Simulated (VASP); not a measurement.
Input of a VASP 6.6.1 run:

INCAR

```
PREC     = Accurate       # precision mode
ENCUT    = 700            # plane-wave cutoff, eV
EDIFF    = 1E-7           # SCF threshold, eV
ISMEAR   = -1             # smearing method
SIGMA    = 0.05           # smearing width, eV
LREAL    = Auto         
LASPH    = True           # aspherical terms in the spheres
NELM     = 120            # most SCF steps
ALGO     = Normal         # electronic algorithm
ISIF     = 8              # what is computed and relaxed
LWAVE    = False          # write WAVECAR
LCHARG   = False          # write CHGCAR
GGA      = PS             # functional
IBRION   = 2              # ionic algorithm
NSW      = 100            # ionic steps
EDIFFG   = -0.03          # ionic threshold
ISYM     = -1           
GGA_COMPAT= False        
NELMIN   = 4            
KPAR     = 1
```

KPOINTS

```
explicit points
1
Reciprocal
  0.25000000   0.25000000   0.25000000 1
```

The input POSCAR:

```
AlGa7N8
1.0
    8.9673460000      0.0000000000      0.0000000000
    0.0000000000      8.9673460000      0.0000000000
    0.0000000000      0.0000000000      8.9673460000
Ga Al N
28 4 32
Direct
    0.0010510000      0.9991870000      0.0020160000
    0.9994100000      0.0007270000      0.5015470000
    0.0001750000      0.4999340000      0.0014800000
    0.9995530000      0.5046470000      0.5011370000
    0.4984970000      0.9979710000      0.0026240000
    0.4987330000      0.9994910000      0.5024020000
    0.5033060000      0.5006440000      0.5040780000
    0.2505360000      0.2505130000      0.9989690000
    0.2479040000      0.2484710000      0.4948960000
    0.2500530000      0.7506450000      0.9997690000
    0.2509990000      0.7517940000      0.5012920000
    0.7528670000      0.2561220000      0.5023420000
    0.7503390000      0.7504000000      0.9981980000
    0.7487350000      0.7501150000      0.5010850000
    0.2511100000      0.0032300000      0.2494250000
    0.2478260000      0.0003430000      0.7504070000
    0.2477450000      0.5011410000      0.2521440000
    0.2467480000      0.5023030000      0.7475340000
    0.7535180000      0.0016660000      0.2487920000
    0.7510000000      0.9988180000      0.7512130000
    0.7504820000      0.5056980000      0.2501740000
    0.0000250000      0.2504440000      0.2478540000
    0.9994200000      0.2490750000      0.7515390000
    0.9991000000      0.7489940000      0.2485610000
    0.9991960000      0.7487370000      0.7481600000
    0.4991840000      0.2465850000      0.2509340000
    0.5001750000      0.7510880000      0.2514000000
    0.4990440000      0.7500870000      0.7486470000
    0.5015760000      0.5004400000      0.9980120000
    0.7510620000      0.2513240000      0.9979510000
    0.7511060000      0.5011680000      0.7499160000
    0.4977100000      0.2487180000      0.7479300000
    0.1246610000      0.1240470000      0.1255850000
    0.1285200000      0.1266490000      0.6250710000
    0.1227130000      0.6234970000      0.1249070000
    0.1235120000      0.6232280000      0.6208580000
    0.6237010000      0.1264540000      0.1214000000
    0.6288550000      0.1267270000      0.6234520000
    0.6235240000      0.6245810000      0.1260340000
    0.6248690000      0.6244360000      0.6278660000
    0.3759950000      0.3758320000      0.1292340000
    0.3721920000      0.3745960000      0.6250470000
    0.3785670000      0.8744590000      0.1263330000
    0.3802080000      0.8730510000      0.6248400000
    0.8714060000      0.3729970000      0.1232370000
    0.8764770000      0.3719380000      0.6284910000
    0.8780260000      0.8763110000      0.1237920000
    0.8738200000      0.8729700000      0.6252610000
    0.3744890000      0.1248990000      0.3752780000
    0.3727390000      0.1243810000      0.8722560000
    0.3693780000      0.6256290000      0.3731430000
    0.3737300000      0.6255860000      0.8752430000
    0.8735600000      0.1270570000      0.3741740000
    0.8778470000      0.1245770000      0.8750860000
    0.8796590000      0.6249460000      0.3753830000
    0.8753440000      0.6241090000      0.8751670000
    0.1224420000      0.3730870000      0.3771280000
    0.1244230000      0.3784400000      0.8737540000
    0.1265790000      0.8738590000      0.3749210000
    0.1278410000      0.8752340000      0.8736200000
    0.6237830000      0.3735870000      0.3761040000
    0.6258100000      0.3731770000      0.8766410000
    0.6240620000      0.8729110000      0.3751400000
    0.6256110000      0.8730240000      0.8749600000
```

Potentials or basis: VASP PAW PBE potentials, release 64 (Ga_d, Al, N).

Run with:

```sh
$ cat potpaw_PBE.64/Ga_d/POTCAR potpaw_PBE.64/Al/POTCAR potpaw_PBE.64/N/POTCAR > POTCAR
$ mpirun -np 4 vasp_std > vasp.out
```

Q: Predict the band gap on the k mesh.

A: 3.23 eV.

Q: What does it give for the relaxed cell?

A: a = 8.960 Å, b = 8.960 Å, c = 8.960 Å, α = 90.00°, β = 90.00°, γ = 90.00°.

Q: Estimate the relaxed volume.

A: 11.24 Å³/atom.

Q: What does it give for the space group after relaxing (to 0.1 Å)?

A: P-43m (No. 215).

Stress tensor (GPa, compression positive):
```
 0.03 -0.37 -0.37
-0.37  0.03 -0.36
-0.37 -0.36  0.04
```

Caveat: the PAW data sets were made with another functional, which shifts forces and pressure a little; a shifted mesh leaves out Γ, where band edges can lie. A k mesh can miss the band edges.
